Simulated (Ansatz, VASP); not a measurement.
**One calculation of Na4Au, two programs**

Contents of INCAR:

```
SYSTEM = Na4Au
PREC = Accurate
ENCUT = 520
EDIFF = 1E-7
ISMEAR = 0
SIGMA = 0.05
LREAL = .FALSE.
LASPH = .TRUE.
NELM = 80
ALGO = Normal
ISIF = 2
LWAVE = .FALSE.
LCHARG = .TRUE.
GGA = CA
LELF = .TRUE.
LVHAR = .TRUE.
NBANDS = 50
```

The input KPOINTS:

```
regular mesh
0
G
  4 4 4
  0 0 0
```

The input POSCAR:

```
Na4Au
1.0
    0.0000000000      5.7379700000      5.7379700000
    5.7379700000      0.0000000000      5.7379700000
    5.7379700000      5.7379700000      0.0000000000
Na Au
8 2
Direct
    0.3906900000      0.3906900000      0.3906900000
    0.3906900000      0.3906900000      0.8279300000
    0.3906900000      0.8279300000      0.3906900000
    0.8593100000      0.8593100000      0.4220700000
    0.8593100000      0.8593100000      0.8593100000
    0.8279300000      0.3906900000      0.3906900000
    0.8593100000      0.4220700000      0.8593100000
    0.4220700000      0.8593100000      0.8593100000
    0.0000000000      0.0000000000      0.0000000000
    0.2500000000      0.2500000000      0.2500000000
```

Input for Ansatz:

```yaml
crystal:
  lattice:
    - [0.0, 5.73797, 5.73797]
    - [5.73797, 0.0, 5.73797]
    - [5.73797, 5.73797, 0.0]
  atoms:
    - { symbol: Na, position: [0.39069, 0.39069, 0.39069] }
    - { symbol: Na, position: [0.39069, 0.39069, 0.82793] }
    - { symbol: Na, position: [0.39069, 0.82793, 0.39069] }
    - { symbol: Na, position: [0.85931, 0.85931, 0.42207] }
    - { symbol: Na, position: [0.85931, 0.85931, 0.85931] }
    - { symbol: Na, position: [0.82793, 0.39069, 0.39069] }
    - { symbol: Na, position: [0.85931, 0.42207, 0.85931] }
    - { symbol: Na, position: [0.42207, 0.85931, 0.85931] }
    - { symbol: Au, position: [0.0, 0.0, 0.0] }
    - { symbol: Au, position: [0.25, 0.25, 0.25] }
kpoints:
  mp_grid:
    grid: [4, 4, 4]
hamiltonian:
  xc: lda
scf:
  occupations:
    method: gaussian
    width: 0.05
basis:
  ecutwfc: 510
output:
  forces: true
```

Alike in both runs: task single point; functional LDA; k mesh 4 × 4 × 4; occupations gaussian, width 0.05 eV; no spin polarisation.

|  | VASP | Ansatz |
| --- | --- | --- |
| version | VASP 6.6.1 | Ansatz 0.2.0 |
| potentials or method | VASP PAW LDA potentials, release 64 (Na_pv, Au), cutoff 520 eV | plane waves, PAW |
| valence electrons in the cell | 78 | 110 |

VASP gave:

- rms of the force components (eV/Å): 0.061

Problem. Estimate Ansatz's values.

Solution. rms of the force components (eV/Å): 0.064.

LDA's correlation is that of Perdew and Zunger in VASP and of Perdew and Wang (1992) in Ansatz. Atom by atom the forces differ by 0.003 eV/Å (rms over components). VASP's potentials hold 78 valence electrons a cell and Ansatz's 110, so a difference there can come from the potentials and not from the codes.

Spin-orbit coupling is off throughout.
